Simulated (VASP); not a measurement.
Set up this calculation in VASP 6.6.1, as the native input.

```yaml
Task: single point
Functional: BLYP
Dispersion: D3(BJ)
Potentials_or_basis: VASP PAW PBE potentials, release 64 (Ru_pv, Br)
Cutoff: 520 eV
k_mesh: 4 × 4 × 4
Occupations: fermi-dirac, width 0.15 eV
Spin: non-collinear spin, zero start, spin-orbit coupling
Starting_moments: "[[0.0, 0.0, 0.0], [0.0, 0.0, 0.0], [0.0, 0.0, 0.0], [0.0, 0.0, 0.0], [0.0, 0.0, 0.0]] μB"
Dipole_correction: no
Further_INCAR_settings: ALGO = Normal; EDIFF = 1e-06; NBANDS = 57
```

The structure of RuBr4 lies in POSCAR:

```
RuBr4
1.0
    5.4779891800      0.0000000000      0.0000000000
    0.0000000000      5.4779891800      0.0000000000
    0.0000000000      0.0000000000      5.4779891800
Ru Br
1 4
Direct
    0.0000000000      0.0000000000      0.0000000000
    0.2500000000      0.2500000000      0.2500000000
    0.2500000000      0.7500000000      0.7500000000
    0.7500000000      0.7500000000      0.2500000000
    0.7500000000      0.2500000000      0.7500000000
```

The cell was generated, and may not be a known phase.

The input as run:

INCAR

```
  PREC = Accurate
  ENCUT = 520
  EDIFF = 1E-6
  ISMEAR = -1
  SIGMA = 0.15
  LREAL = F
  LASPH = T
  NELM = 150
  ALGO = Normal
  ISIF = 2
  LWAVE = F
  LCHARG = F
  MAGMOM = 0 0 0 0 0 0 0 0 0 0 0 0 0 0 0
  LORBIT = 11
  LSORBIT = T
  GGA_COMPAT = F
  LORBMOM = T
  LMAXMIX = 4
  GGA = B5
  ALDAX = 1.0
  AGGAX = 1.0
  AGGAC = 1.0
  ALDAC = 0.0
  IVDW = 12
  VDW_S6 = 1.0
  VDW_S8 = 2.6996
  VDW_A1 = 0.4298
  VDW_A2 = 4.2359
  NBANDS = 57
```

KPOINTS

```
regular mesh
0
Gamma
  4 4 4
```

Potentials or basis: VASP PAW PBE potentials, release 64 (Ru_pv, Br).

Launch:

```console
$ cat potpaw_PBE.64/Ru_pv/POTCAR potpaw_PBE.64/Br/POTCAR > POTCAR
$ mpirun -np 1 vasp_ncl > vasp.out
```

It gave:

| Property | Result |
| --- | --- |
| Pressure | -1.3 GPa |
| Net moment | 0.00 μB per cell |
| Valence electrons inside the program's atomic spheres | Ru 12.45; Br 4.84 |
| Dispersion energy per atom | -0.545 eV |

Caveat: the PAW data sets were made with another functional, which shifts forces and pressure a little.

Run time: 7.8 min on 1 thread of Intel(R) Xeon(R) Platinum 8375C CPU @ 2.90GHz (Ice Lake), on a shared host, peak memory 0.58 GiB.
